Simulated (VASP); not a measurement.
# PbF2 (I4/mmm) in VASP: further runs, part 2 of 2

VASP 6.6.1.

## (5) Single point, r2SCAN (strain -0.015 along x and y, +0.030 along z)

POSCAR reads:

```
PbF2
1.0
    0.0000000000      2.9253022500      3.0589455000
    2.9253022500      0.0000000000      3.0589455000
    2.9253022500      2.9253022500      0.0000000000
Pb F
1 2
Direct
    0.0000000000      0.0000000000      0.0000000000
    0.2500000000      0.2500000000      0.2500000000
    0.7500000000      0.7500000000      0.7500000000
```

INCAR.step1 reads:

```
SYSTEM = PbF2
ALGO = Normal
EDIFF = 1E-4
ENCUT = 520
GGA = PE
ISMEAR = 0
LASPH = .True.
LCHARG = .False.
LREAL = .False.
LWAVE = .True.
NBANDS = 21
NELM = 80
PREC = Accurate
SIGMA = 0.05
```

INCAR.step2 reads:

```
SYSTEM = PbF2
ALGO = Normal
EDIFF = 1E-7
ENCUT = 520
ISIF = 2
ISMEAR = 0
ISTART = 1
LASPH = .True.
LCHARG = .True.
LELF = .True.
LMIXTAU = .True.
LREAL = .False.
LVHAR = .True.
LWAVE = .False.
METAGGA = R2SCAN
NBANDS = 21
NELM = 80
PREC = Accurate
SIGMA = 0.05
```

KPOINTS reads:

```
k-points
0
Gamma
  8 8 8
  0 0 0
```

Command:

```console
cat potpaw_PBE.64/Pb_d/POTCAR potpaw_PBE.64/F/POTCAR > POTCAR
cp INCAR.step1 INCAR
mpirun -np 1 vasp_std > vasp.out
cp INCAR.step2 INCAR
mpirun -np 1 vasp_std > vasp.out
```

Run time: 3.3 min. Hardware: 1 thread of Intel Xeon Platinum 8259CL at 2.50GHz (Skylake/Cascade Lake), shared host; peak memory 0.22 GiB.

It converged, with:

```yaml
Free_energy: -70.1496 eV
Pressure: -0.8 GPa
Band_gap_on_the_k_mesh: 4.81 eV, indirect (least direct gap 5.02 eV)
```

Stress tensor (GPa, compression positive):
```
 0.00  0.00  0.00
 0.00  0.00  0.00
 0.00  0.00 -2.46
```

Levels at points of the mesh, in eV from the valence-band top:
| k point | band 10 | band 11 | band 12 | band 13 | band 14 | band 15 | band 16 | band 17 | band 18 | band 19 |
| --- | --- | --- | --- | --- | --- | --- | --- | --- | --- | --- |
| (0.00, 0.00, 0.00) | -2.69 | -2.60 | -2.35 | -2.05 | -2.05 | 7.17 | 7.17 | 7.39 | 10.62 | 15.40 |
| (0.50, 0.00, 0.00) | -2.88 | -2.77 | -2.36 | -2.30 | -0.12 | 5.30 | 8.13 | 8.20 | 13.39 | 14.09 |
| (0.50, 0.50, 0.00) | -3.64 | -1.86 | -1.69 | -1.69 | -0.05 | 4.98 | 8.39 | 8.39 | 9.03 | 14.68 |
| (0.50, 0.00, 0.50) | -3.69 | -1.87 | -1.67 | -1.66 | -0.29 | 4.81 | 8.16 | 8.53 | 9.04 | 15.11 |

Caveat: the cell differs from its parent crystal (strain -0.015 along x and y, +0.030 along z); the PAW data sets were made with another functional, which shifts forces and pressure a little; spin-orbit coupling is left out, which moves the levels of the heavy elements. A k mesh can miss the band edges.

## (6) Single point, r2SCAN (strain +0.000 along x and y, +0.015 along z)

POSCAR reads:

```
PbF2
1.0
    0.0000000000      2.9698500000      3.0143977500
    2.9698500000      0.0000000000      3.0143977500
    2.9698500000      2.9698500000      0.0000000000
Pb F
1 2
Direct
    0.0000000000      0.0000000000      0.0000000000
    0.2500000000      0.2500000000      0.2500000000
    0.7500000000      0.7500000000      0.7500000000
```

INCAR.step1 reads:

```
  PREC = Accurate
  ENCUT = 520
  ISMEAR = 0
  SIGMA = 0.05
  LREAL = False
  LASPH = True
  NELM = 100
  NBANDS = 21
  GGA = PE
  ALGO = Normal
  EDIFF = 1E-4
  LWAVE = True
  LCHARG = False
```

INCAR.step2 reads:

```
  PREC = Accurate
  ENCUT = 520
  EDIFF = 1E-6
  ISMEAR = 0
  SIGMA = 0.05
  LREAL = False
  LASPH = True
  NELM = 100
  ALGO = Normal
  ISIF = 2
  LWAVE = False
  LCHARG = True
  METAGGA = R2SCAN
  LMIXTAU = True
  LELF = True
  LVHAR = True
  NBANDS = 21
  ISTART = 1
```

KPOINTS reads:

```
regular mesh
0
Gamma
  8 8 8
```

Potentials or basis: VASP PAW PBE potentials, release 64 (Pb_d, F).

Command:

```console
cat potpaw_PBE.64/Pb_d/POTCAR potpaw_PBE.64/F/POTCAR > POTCAR
cp INCAR.step1 INCAR
mpirun -np 1 vasp_std > vasp.out
cp INCAR.step2 INCAR
mpirun -np 1 vasp_std > vasp.out
```

OUTCAR:

```text
PREC = Accurate
   ENCUT = 520
   EDIFF = 1E-6
   ISMEAR = 0
   LREAL = False
   LASPH = True
   NELM = 100
   ISIF = 2
   METAGGA = R2SCAN
   ISTART = 1

 ion  position               nearest neighbor table
   1  0.000  0.000  0.000-   3 2.58   3 2.58   3 2.58   2 2.58   3 2.58   2 2.58   2 2.58   2 2.58

   2  0.250  0.250  0.250-   1 2.58   1 2.58   1 2.58   1 2.58
   3  0.750  0.750  0.750-   1 2.58   1 2.58   1 2.58   1 2.58

  LATTYP: Found a body centered tetragonal cell.
 ALAT       =     4.2000021482
 C/A-ratio  =     1.4354267658

  Lattice vectors:

 A1 = (  -2.9698500000,   0.0000000000,   3.0143977500)
 A2 = (   2.9698500000,   0.0000000000,   3.0143977500)
 A3 = (   0.0000000000,   2.9698500000,  -3.0143977500)

Analysis of symmetry for initial positions (statically):
=====================================================================
 Subroutine PRICEL returns:
 Original cell was already a primitive cell.

 Routine SETGRP: Setting up the symmetry group for a
 body centered tetragonal supercell.

 Subroutine GETGRP returns: Found 16 space group operations
[... 159 lines left out ...]
 Free energy of the ion-electron system (eV)
  ---------------------------------------------------
  ext. energy  EPLUGINS =         0.00000000
  ---------------------------------------------------
  free energy    TOTEN  =       -70.15494305 eV

  energy without entropy =      -70.15494305  energy(sigma->0) =      -70.15494305

 E-fermi :   1.5561     XC(G=0):  -9.8965

 val. band max:        1.2591869739   @ k =  -0.2500   0.5000   0.2500
 cond. band min:       6.1647860000   @ k =   0.5000   0.0000   0.5000
 fundamental gap:      4.9055990261
 Fermi energy:         1.5560535293

 k-point     1 :       0.0000    0.0000    0.0000
  band No.  band energies     occupation
      1     -20.9607      2.00000
      2     -20.4055      2.00000
      3     -13.6004      2.00000
      4     -13.5900      2.00000
      5     -13.5900      2.00000
      6     -13.5547      2.00000
[... 565 lines left out ...]
     20      16.5588      0.00000
     21      17.4517      0.00000

 [... further k-points ...]
[... 5 lines left out ...]
  --------------------------------------------------------------------------------------
  -------------------------------------------------------------------------------------
  Total       -0.5282667     -0.5282667     -0.8007048      0.0000000      0.0000000      0.0000000
  in kB      -15.9171111    -15.9171111    -24.1258957      0.0000000      0.0000000      0.0000000
  external PRESSURE =     -18.6533726 kB  Pullay stress =       0.0000000 kB

 VOLUME and BASIS-vectors are now :
 -----------------------------------------------------------------------------
  energy-cutoff  :      520.00
  volume of cell :       53.17
      direct lattice vectors                 reciprocal lattice vectors
     0.000000000  2.969850000  3.014397750    -0.168358671  0.168358671  0.165870612
     2.969850000  0.000000000  3.014397750     0.168358671 -0.168358671  0.165870612
     2.969850000  2.969850000  0.000000000     0.168358671  0.168358671 -0.165870612

 POSITION                                       TOTAL-FORCE (eV/Angst)
 -----------------------------------------------------------------------------------
      0.00000      0.00000      0.00000        -0.000000      0.000000      0.000000
      1.48493      1.48493      1.50720        -0.000000     -0.000000      0.000000
      4.45477      4.45477      4.52160         0.000000      0.000000     -0.000000
 -----------------------------------------------------------------------------------
    total drift:                                0.000000     -0.000000      0.000000

  FREE ENERGIE OF THE ION-ELECTRON SYSTEM (eV)
  ---------------------------------------------------
  free  energy   TOTEN  =       -70.1549430521 eV

  energy  without entropy=      -70.1549430521  energy(sigma->0) =      -70.15494305
```

Wall time 3.2 min (1 thread of Intel Xeon Platinum 8259CL at 2.50GHz (Skylake/Cascade Lake), shared host); peak memory 0.21 GiB.

What came out:

* Free energy: -70.1549 eV
* Pressure: -1.9 GPa
* Band gap on the k mesh: 4.91 eV, indirect (least direct gap 5.06 eV)

Caveat: the cell differs from its parent crystal (strain +0.000 along x and y, +0.015 along z); the PAW data sets were made with another functional, which shifts forces and pressure a little; spin-orbit coupling is left out, which moves the levels of the heavy elements. A k mesh can miss the band edges.

## (7) The runs side by side

| cell | gap on the mesh (eV) | pressure (GPa) |
| --- | --- | --- |
| a = 4.169, b = 4.169, c = 4.137 Å, angles 60.3, 60.3, 59.5°, 3 atoms | 4.89 | 1.6 |
| a = 4.169, b = 4.169, c = 4.200 Å, angles 59.8, 59.8, 60.5°, 3 atoms | 4.86 | 0.4 |
| a = 4.200, b = 4.200, c = 4.137 Å, angles 60.5, 60.5, 59.0°, 3 atoms | 4.86 | 0.4 |
| a = 4.233, b = 4.233, c = 4.137 Å, angles 60.7, 60.7, 58.5°, 3 atoms | 4.81 | -0.8 |
| a = 4.232, b = 4.232, c = 4.200 Å, angles 60.2, 60.2, 59.5°, 3 atoms | 4.91 | -1.9 |

Alike in all rows: task single point; level r2SCAN; potentials or basis VASP PAW PBE potentials, release 64 (Pb_d, F); no spin polarisation; k mesh 8 × 8 × 8; cutoff (eV) 520; smearing gaussian 0.05 eV.

Caveats: the PAW data sets were made with another functional, which shifts forces and pressure a little; spin-orbit coupling is left out, which moves the levels of the heavy elements.

Absolute energies hang on the potentials; compare differences alone.
